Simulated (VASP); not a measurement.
A run of VASP 6.6.1 is set up as follows.

INCAR

```
SYSTEM = H18CO9
ALGO     = Normal         ! electronic algorithm
EDIFF    = 1E-6           ! SCF threshold, eV
ENCUT    = 520            ! plane-wave cutoff, eV
GGA      = PE             ! functional
ISIF     = 2              ! what is computed and relaxed
ISMEAR   = -1             ! smearing method
IVDW     = 12             ! dispersion correction
LASPH    = .True.         ! aspherical terms in the spheres
LCHARG   = .False.        ! write CHGCAR
LREAL    = Auto         
LWAVE    = .False.        ! write WAVECAR
NBANDS   = 58             ! bands
NELM     = 80             ! most SCF steps
PREC     = Accurate       ! precision mode
SIGMA    = 0.05           ! smearing width, eV
```

Contents of KPOINTS:

```
k-points
0
Gamma
  1 1 1
  0 0 0
```

POSCAR

```
H18CO9
1.0
    6.7017590000      0.0000000000      0.0000000000
    0.0000000000      6.7017590000      0.0000000000
    0.0000000000      0.0000000000      6.7017590000
O H C
9 18 1
Direct
    0.6469943190      0.7764528686      0.1155069885
   -0.0023575900     -0.0083112508      0.9556744729
   -0.0838884239      0.3430890308      0.1460213654
    0.2976382768      0.7990290310      0.8488816145
    0.4760093581      0.4220086100     -0.0007908372
    0.5171627329      0.1067480940      0.7356426872
    0.5113881296      0.2131679161      0.3246162687
    0.6864168049      0.7666196293      0.5205200605
    0.2138393816      0.5935904290      0.5006596029
    0.5336658629      0.8291554501      0.0366470952
    0.6343110816      0.6291034936      0.0918863242
   -0.1195805459     -0.0518222156      1.0103466866
    0.0923041249     -0.1116870959      0.9141629832
   -0.0002238218      0.3491172989      0.2629906566
   -0.0165031300      0.2324315154      0.0781436635
    0.3893306220      0.9261150692      0.8210083353
    0.2739131622      0.7188262067      0.7302411203
    0.4649973238      0.3536832643      0.1321145687
    0.3805269631      0.5249666543     -0.0221732832
    0.5189831505      0.2390417202      0.8177405365
    0.6580511176      0.0647441963      0.7221686127
    0.6479194492      0.1972914872      0.2804039954
    0.4766062164      0.2060503817      0.4646093660
    0.6214935512      0.7746473724      0.3845855991
    0.6692422094      0.6455320163      0.5951273390
    0.0891109334      0.6698390676      0.2563506088
    0.1226245229      0.8810821159      0.4465245617
    0.1578093154      0.7323898099      0.3932400434
```

Potentials or basis: VASP PAW PBE potentials, release 64 (O, H, C).

Command:

```sh
$ cat potpaw_PBE.64/O/POTCAR potpaw_PBE.64/H/POTCAR potpaw_PBE.64/C/POTCAR > POTCAR
$ mpirun -np 1 vasp_gam > vasp.out
```

(1) Predict the largest force.

(2) Estimate the pressure.

(3) Estimate the dispersion energy per atom.

Results:

(1) 3.685 eV/Å.

(2) 0.4 GPa.

(3) -0.034 eV.

Caveat: the k points lie up to 0.94 Å⁻¹ apart; the atoms stand as in a frame of molecular dynamics.
